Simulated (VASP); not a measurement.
## SrVO3: single point with r2SCAN

The system is SrVO3.

```
Sr V O
1.0
     3.84038    0.00000    0.00000
     0.00000    3.84038    0.00000
     0.00000    0.00000    3.84038
Sr V O
1 1 3
Direct
  0.50000 0.50000 0.50000
  0.00000 0.00000 0.00000
  0.50000 0.00000 0.00000
  0.00000 0.50000 0.00000
  0.00000 0.00000 0.50000
```

| Item | Value |
| --- | --- |
| Program | VASP 6.6.1 |
| Task | single point |
| Functional | r2SCAN |
| Potentials or basis | VASP PAW PBE potentials, release 64 (Sr_sv, V_sv, O) |
| Cutoff | 520 eV |
| k mesh | 8 × 8 × 8 |
| Occupations | gaussian, width 0.05 eV |
| Spin | collinear spin, ferromagnetic start |
| Starting moments | [0.0, 1.0, 0.0, 0.0, 0.0] μB |
| Dipole correction | no |
| Further INCAR settings | ALGO = Normal; EDIFF = 1e-06; NBANDS = 32 |

```yaml
Pressure: -1.0 GPa
Net_moment: 0.16 μB per cell
Site_moments: Sr -0.00; V +0.15; O -0.00 μB
Valence_electrons_inside_the_program's_atomic_spheres: Sr 8.09; V 11.52; O 5.08
```

Levels at points of the mesh, in eV from the Fermi level:
Spin up:
| k point | band 16 | band 17 | band 18 | band 19 | band 20 | band 21 | band 22 | band 23 | band 24 | band 25 |
| --- | --- | --- | --- | --- | --- | --- | --- | --- | --- | --- |
| (0.00, 0.00, 0.00) | -3.65 | -3.65 | -2.78 | -2.78 | -2.78 | -1.13 | -1.13 | -1.13 | 1.19 | 1.19 |
| (0.50, 0.00, 0.00) | -4.96 | -4.94 | -4.48 | -3.24 | -3.24 | -1.01 | 0.79 | 0.79 | 1.21 | 3.62 |
| (0.50, 0.50, 0.00) | -5.48 | -4.52 | -4.02 | -4.02 | -2.47 | 0.77 | 0.77 | 1.15 | 2.28 | 5.56 |
| (0.50, 0.50, 0.50) | -6.35 | -6.35 | -2.38 | -2.38 | -2.38 | 1.37 | 1.37 | 1.37 | 5.56 | 5.56 |
Spin down:
```
           k point  band 18  band 19  band 20  band 21  band 22  band 23
(0.00, 0.00, 0.00)    -2.78    -2.78    -2.78    -0.88    -0.88    -0.88
(0.50, 0.00, 0.00)    -4.49    -3.24    -3.24    -0.76     1.01     1.01
(0.50, 0.50, 0.00)    -4.02    -4.02    -2.47     0.99     0.99     1.39
(0.50, 0.50, 0.50)    -2.38    -2.38    -2.38     1.61     1.61     1.61
```

Wall time 3.2 min on 1 thread of Intel(R) Xeon(R) 6975P-C (Granite Rapids), on a shared host, peak memory 0.26 GiB.

Caveat: the PAW data sets were made with another functional, which shifts forces and pressure a little; semilocal functionals often make such compounds metallic where correlation or magnetic order opens a gap, which also shifts bond lengths. With open d or f shells a metallic result of r2SCAN can be an artefact of self-interaction; +U or a hybrid may open a gap.
